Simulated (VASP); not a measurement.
Wanted: the native input for a VASP 6.6.1 run.

```
Task                   : single point
Functional             : PBE
Potentials or basis    : VASP PAW PBE potentials, release 64 (W_sv)
Cutoff                 : 520 eV
k mesh                 : 12 × 12 × 12
Occupations            : gaussian, width 0.3 eV
Spin                   : no spin polarisation
Dipole correction      : no
Further INCAR settings : ALGO = Normal; EDIFF = 1e-06; NBANDS = 13
```

The structure of W lies in POSCAR:

```
W
1.0
   -1.5919471957      1.5919471957      1.5919471957
    1.5919471957     -1.5919471957      1.5919471957
    1.5919471957      1.5919471957     -1.5919471957
W
1
Direct
    0.0000000000      0.0000000000      0.0000000000
```

These files were run (other wordings do the same):

INCAR

```
SYSTEM = W
PREC = Accurate ; ENCUT = 520
EDIFF = 1E-6 ; ISMEAR = 0
SIGMA = 0.3 ; LREAL = .FALSE.
LASPH = .TRUE. ; NELM = 60
ALGO = Normal ; ISIF = 2
LWAVE = .FALSE. ; LCHARG = .FALSE.
GGA = PE ; NBANDS = 13
```

KPOINTS

```
Automatic mesh
0
G
  12 12 12
  0 0 0
```

Potentials or basis: VASP PAW PBE potentials, release 64 (W_sv).

Command:

```sh
$ cat potpaw_PBE.64/W_sv/POTCAR > POTCAR
$ mpirun -np 1 vasp_std > vasp.out
```

It gave:

- Pressure: 0.5 GPa
- Band gap on the k mesh: zero (band 7 reaches 16.23 eV, above the bottom of band 8 at 9.99 eV)

Caveat: spin-orbit coupling is left out, which moves the levels of the heavy elements.

Wall time 4.9 s on 1 thread of Intel(R) Xeon(R) 6975P-C (Granite Rapids), on a shared host, peak memory 0.14 GiB.
